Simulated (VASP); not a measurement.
Input of a VASP 6.6.1 run:

INCAR

```
PREC = Accurate ; ENCUT = 520
EDIFF = 1E-6 ; ISMEAR = -1
SIGMA = 0.05 ; LREAL = F
LASPH = T ; NELM = 150
ALGO = Normal ; ISIF = 2
LWAVE = F ; LCHARG = F
ISPIN = 2 ; MAGMOM = 1 0 0
LORBIT = 11 ; LMAXMIX = 4
GGA = PS ; NBANDS = 20
```

The input KPOINTS:

```
Automatic mesh
0
Gamma
  9 9 9
```

The input POSCAR:

```
Si2Ni
1.0
    0.0000000000      2.7209011839      2.7209011839
    2.7209011839      0.0000000000      2.7209011839
    2.7209011839      2.7209011839      0.0000000000
Ni Si
1 2
Direct
    0.0000000000      0.0000000000      0.0000000000
    0.7500000000      0.7500000000      0.7500000000
    0.2500000000      0.2500000000      0.2500000000
```

Potentials or basis: VASP PAW PBE potentials, release 64 (Ni, Si).

Command:

```bash
$ cat potpaw_PBE.64/Ni/POTCAR potpaw_PBE.64/Si/POTCAR > POTCAR
$ mpirun -np 1 vasp_std > vasp.out
```

Predict the band gap on the k mesh.

zero (filled and empty bands overlap).

Estimate the net moment.

0.00 μB per cell.

Estimate the pressure.

-3.3 GPa.

Caveat: the cell stands under tension; the PAW data sets were made with another functional, which shifts forces and pressure a little.
